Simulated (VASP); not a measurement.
A run of VASP 6.6.1 is set up as follows.

The input INCAR:

```
SYSTEM = SiC
  PREC = Accurate
  ENCUT = 600
  EDIFF = 1E-6
  ISMEAR = 0
  SIGMA = 0.01
  LREAL = .FALSE.
  LASPH = .TRUE.
  NELM = 120
  ALGO = Normal
  ISIF = 2
  LWAVE = .FALSE.
  LCHARG = .FALSE.
  GGA = CA
  NBANDS = 11
  GGA_COMPAT = .FALSE.
```

File KPOINTS:

```
regular mesh
0
G
  10 10 10
  0 0 0
```

Contents of POSCAR:

```
SiC
1.0
    0.0000000000      2.1645334671      2.1645334671
    2.1645334671      0.0000000000      2.1645334671
    2.1645334671      2.1645334671      0.0000000000
Si C
1 1
Direct
    0.0000000000      0.0000000000      0.0000000000
    0.2500000000      0.2500000000      0.2500000000
```

Potentials or basis: VASP PAW LDA potentials, release 64 (Si, C).

Command:

```bash
$ cat potpaw_LDA.64/Si/POTCAR potpaw_LDA.64/C/POTCAR > POTCAR
$ mpirun -np 1 vasp_std > vasp.out
```

**Question.** What does it give for the pressure?

**Answer.** 0.2 GPa.

**Question.** Predict the band gap on the k mesh.

**Answer.** 1.29 eV, indirect (least direct gap 4.52 eV).

A k mesh can miss the band edges. Expect the measured gap to be larger: semilocal functionals such as LDA lack the derivative discontinuity.
